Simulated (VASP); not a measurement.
Set up this calculation in VASP 6.6.1, as the native input.

```yaml
Task: single point
Functional: PBE
Potentials_or_basis: VASP PAW PBE potentials, release 64 (Mg, O)
Cutoff: 520 eV
k_mesh: 11 × 11 × 11
Occupations: fermi-dirac, width 0.0612256 eV
Spin: no spin polarisation
Dipole_correction: no
Further_INCAR_settings: ALGO = Normal; EDIFF = 1e-07; NBANDS = 47
```

The structure of Mg2O5 (cubic X2O5 type) lies in POSCAR:

```
Mg2O5
1.0
    5.1440509639      0.0000000000      0.0000000000
    0.0000000000      5.1440509639      0.0000000000
    0.0000000000      0.0000000000      5.1440509639
Mg O
4 10
Direct
    0.0000000000      0.0000000000      0.0000000000
    0.5000000000      0.5000000000      0.0000000000
    0.5000000000      0.0000000000      0.5000000000
    0.0000000000      0.5000000000      0.5000000000
    0.5000000000      0.0000000000      0.0000000000
    0.0000000000      0.5000000000      0.0000000000
    0.0000000000      0.0000000000      0.5000000000
    0.5000000000      0.5000000000      0.5000000000
    0.7500000000      0.7500000000      0.2500000000
    0.7500000000      0.2500000000      0.7500000000
    0.2500000000      0.7500000000      0.7500000000
    0.7500000000      0.2500000000      0.2500000000
    0.2500000000      0.7500000000      0.2500000000
    0.2500000000      0.2500000000      0.7500000000
```

One way to write it, as run:

INCAR

```
SYSTEM = Mg2O5
ALGO = Normal ; EDIFF = 1E-7
ENCUT = 520 ; GGA = PE
ISIF = 2 ; ISMEAR = -1
LASPH = .True. ; LCHARG = .True.
LELF = .True. ; LREAL = .False.
LVHAR = .True. ; LWAVE = .False.
NBANDS = 47 ; NELM = 80
PREC = Accurate ; SIGMA = 0.06122561905347299
```

KPOINTS

```
k-points
0
Gamma
  11 11 11
  0 0 0
```

Potentials or basis: VASP PAW PBE potentials, release 64 (Mg, O).

The run is started by

```console
$ cat potpaw_PBE.64/Mg/POTCAR potpaw_PBE.64/O/POTCAR > POTCAR
$ mpirun -np 1 vasp_std > vasp.out
```

Results of the run:

- Pressure: 1.8 GPa
- Band gap on the k mesh: zero (bands 34 and 35 overlap by 0.29 eV)

Caveat: semilocal functionals underestimate gaps, and a narrow one can read as zero.

Wall time 9 min on 1 thread of Oxide Virtual Turin-like Processor, on a shared host, peak memory 0.36 GiB.
